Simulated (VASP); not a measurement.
The system is CdSe.

```xyz
2
Lattice="0.0000 2.9488 2.9488 2.9488 0.0000 2.9488 2.9488 2.9488 0.0000" Properties=species:S:1:pos:R:3 pbc="T T T"
Cd    0.0000    0.0000    0.0000
Se    4.4232    4.4232    4.4232
```

This cell differs from its parent crystal: strain -3.9%.

Base run:

* Program: VASP 6.6.1
* Functional: r2SCAN
* Potentials or basis: VASP PAW PBE potentials, release 64 (Cd, Se)
* Cutoff: 550 eV
* k mesh: 8 × 8 × 8
* Occupations: gaussian, width 0.01 eV
* Spin: no spin polarisation

Its results: band gap on the k mesh 1.29 eV; pressure 8.3 GPa.

The run is repeated on the same cell with these changes: functional from r2SCAN to PBE; cutoff from 550 eV to 500 eV; occupations from gaussian, width 0.01 eV to fermi-dirac, width 0.02 eV. What comes out?

Band gap on the k mesh 0.80 eV; pressure 9.9 GPa.

Caveats: the cell stands under pressure; the PAW data sets were made with another functional, which shifts forces and pressure a little (at least some runs); semilocal functionals underestimate gaps, and a narrow one can read as zero (at least some runs).

